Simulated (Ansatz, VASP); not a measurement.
# Nb in VASP and in Ansatz

POSCAR

```
Nb
1.0
    0.0000000000      2.0412333636      2.0412333636
    2.0412333636      0.0000000000      2.0412333636
    2.0412333636      2.0412333636      0.0000000000
Nb
1
Direct
    0.0000000000      0.0000000000      0.0000000000
```

INCAR.step1

```
SYSTEM = Nb
PREC     = Accurate       ! precision mode
ENCUT    = 520            ! plane-wave cutoff, eV
ISMEAR   = 0              ! smearing method
SIGMA    = 0.1            ! smearing width, eV
LREAL    = .False.        ! projectors in reciprocal space
LASPH    = .True.         ! aspherical terms in the spheres
NELM     = 60             ! most SCF steps
NBANDS   = 12             ! bands
GGA      = PE             ! functional
ALGO     = Normal         ! electronic algorithm
EDIFF    = 1E-4           ! SCF threshold, eV
LWAVE    = .True.         ! write WAVECAR
LCHARG   = .False.        ! write CHGCAR
```

INCAR.step2

```
SYSTEM = Nb
PREC     = Accurate       ! precision mode
ENCUT    = 520            ! plane-wave cutoff, eV
EDIFF    = 1E-7           ! SCF threshold, eV
ISMEAR   = 0              ! smearing method
SIGMA    = 0.1            ! smearing width, eV
LREAL    = .False.        ! projectors in reciprocal space
LASPH    = .True.         ! aspherical terms in the spheres
NELM     = 60             ! most SCF steps
ALGO     = Normal         ! electronic algorithm
ISIF     = 2              ! what is computed and relaxed
LWAVE    = .False.        ! write WAVECAR
LCHARG   = .False.        ! write CHGCAR
METAGGA  = R2SCAN         ! meta-GGA
LMIXTAU  = .True.       
NBANDS   = 12             ! bands
ISTART   = 1
```

KPOINTS

```
Automatic mesh
0
Gamma
  18 18 18
  0 0 0
```

Input for Ansatz:

```yaml
crystal:
  lattice:
    - [0.0, 2.0412333636, 2.0412333636]
    - [2.0412333636, 0.0, 2.0412333636]
    - [2.0412333636, 2.0412333636, 0.0]
  atoms:
    - { symbol: Nb, position: [0.0, 0.0, 0.0] }
basis:
  ecutwfc: 500
kpoints:
  mp_grid: { grid: [18, 18, 18] }
hamiltonian:
  xc: r2scan
scf:
  occupations: { method: gaussian, width: 0.1 }
output:
  forces: true
  stress: true
  eigenvalues: true
```

Alike in both runs: task single point; functional r2SCAN; k mesh 18 × 18 × 18; occupations gaussian, width 0.1 eV; no spin polarisation.

|  | VASP | Ansatz |
| --- | --- | --- |
| version | VASP 6.6.1 | Ansatz 0.2.0 |
| potentials or method | VASP PAW PBE potentials, release 64 (Nb_sv), cutoff 520 eV | scalar-relativistic, plane waves, PAW |
| valence electrons in the cell | 13 | 13 |

Ansatz gave:

| Quantity | Value |
| --- | --- |
| gap on the k mesh at the Fermi level (eV) | none |
| pressure (GPa) | 18.7 |

Q: Which values does VASP return?

A: gap on the k mesh at the Fermi level (eV): none; pressure (GPa): 18.5.

VASP's potentials were made for PBE, not for r2SCAN. A gap of «none» marks a metal or a gap that the smearing closes. The functional is the same, so the differences come from potentials, cutoffs and numerics.
